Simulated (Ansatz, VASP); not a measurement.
**GaAs: VASP beside Ansatz**

The input POSCAR:

```
GaAs
1.0
    0.0000000000      2.8268500000      2.8268500000
    2.8268500000      0.0000000000      2.8268500000
    2.8268500000      2.8268500000      0.0000000000
As Ga
1 1
Direct
    0.7500000000      0.7500000000      0.7500000000
    0.0000000000      0.0000000000      0.0000000000
```

Contents of INCAR.step1:

```
SYSTEM = GaAs
PREC     = Accurate       ! precision mode
ENCUT    = 520            ! plane-wave cutoff, eV
EDIFF    = 1E-5           ! SCF threshold, eV
ISMEAR   = -1             ! smearing method
SIGMA    = 0.05           ! smearing width, eV
LREAL    = .False.        ! projectors in reciprocal space
LASPH    = .True.         ! aspherical terms in the spheres
NELM     = 100            ! most SCF steps
ALGO     = Normal         ! electronic algorithm
ISIF     = 2              ! what is computed and relaxed
LWAVE    = .True.         ! write WAVECAR
LCHARG   = .False.        ! write CHGCAR
GGA      = PE             ! functional
NBANDS   = 16             ! bands
```

The input INCAR.step2:

```
SYSTEM = GaAs
PREC     = Accurate       ! precision mode
ENCUT    = 520            ! plane-wave cutoff, eV
EDIFF    = 1E-6           ! SCF threshold, eV
ISMEAR   = -1             ! smearing method
SIGMA    = 0.05           ! smearing width, eV
LREAL    = .False.        ! projectors in reciprocal space
LASPH    = .True.         ! aspherical terms in the spheres
NELM     = 100            ! most SCF steps
ALGO     = Normal         ! electronic algorithm
ISIF     = 2              ! what is computed and relaxed
LWAVE    = .False.        ! write WAVECAR
LCHARG   = .False.        ! write CHGCAR
GGA      = PE             ! functional
LHFCALC  = .True.         ! exact exchange
AEXX     = 0.25           ! exact-exchange fraction
PRECFOCK = Normal       
ISTART   = 1            
NBANDS   = 16             ! bands
```

KPOINTS

```
regular mesh
0
Gamma
  6 6 6
  0 0 0
```

Contents of input.yaml:

```yaml
crystal:
  lattice:
    - [0.0, 2.82685, 2.82685]
    - [2.82685, 0.0, 2.82685]
    - [2.82685, 2.82685, 0.0]
  atoms:
    - { symbol: As, position: [0.75, 0.75, 0.75] }
    - { symbol: Ga, position: [0.0, 0.0, 0.0] }
kpoints:
  mp_grid: { grid: [6, 6, 6] }
scf:
  occupations: { method: fermi_dirac, width: 0.05 }
hamiltonian:
  xc: pbe0
  pseudopotentials: { kind: all_electron, datasets: crystal }
output:
  forces: true
  stress: true
```

Alike in both runs: task single point; functional PBE0; k mesh 6 × 6 × 6; occupations fermi-dirac, width 0.05 eV; no spin polarisation.

```csv
,VASP,Ansatz
version,VASP 6.6.1,Ansatz 0.2.0
potentials or method,"VASP PAW PBE potentials, release 64 (As, Ga_d), cutoff 520 eV",all-electron PAW datasets made for the crystal
```

VASP gave:

* gap on the k mesh at the Fermi level (eV): 2.04
* least direct gap on the mesh (eV): 2.04
* pressure (GPa): 0.8

Problem. Estimate Ansatz's values.

Solution. gap on the k mesh at the Fermi level (eV): 2.02; least direct gap on the mesh (eV): 2.02; pressure (GPa): 1.0.

Ansatz ran all-electron here, and VASP with PAW potentials.
